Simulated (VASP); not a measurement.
Input of a VASP 6.6.1 run:

File INCAR:

```
ALGO = Normal ; EDIFF = 1E-6
ENCUT = 590 ; GGA = PS
GGA_COMPAT = F ; ISIF = 2
ISMEAR = -1 ; ISPIN = 2
LASPH = T ; LCHARG = F
LMAXMIX = 4 ; LORBIT = 11
LREAL = F ; LWAVE = F
MAGMOM = 2 2 ; NBANDS = 29
NELM = 200 ; NUPDOWN = 4.0
PREC = Accurate ; SIGMA = 0.05
```

File KPOINTS:

```
k-points
0
Gamma
  10 10 6
```

Contents of POSCAR:

```
Ni
1.0
    2.4480228978      0.0000000000      0.0000000000
   -1.2240114489      2.1200500186      0.0000000000
    0.0000000000      0.0000000000      4.0728075700
Ni
2
Direct
    0.6666666667      0.3333333333      0.7500000000
    0.3333333333      0.6666666667      0.2500000000
```

Potentials or basis: VASP PAW PBE potentials, release 64 (Ni_sv_GW).

The run is started by

```bash
$ cat potpaw_PBE.64/Ni_sv_GW/POTCAR > POTCAR
$ mpirun -np 1 vasp_std > vasp.out
```

Task: What does it give for the pressure?

Result: 20.9 GPa.

Stress tensor (GPa, compression positive):
```
24.62  0.00  0.00
 0.00 24.62  0.00
 0.00  0.00 13.38
```

Caveat: the PAW data sets were made with another functional, which shifts forces and pressure a little; the total moment is fixed, so each spin has its own Fermi level.
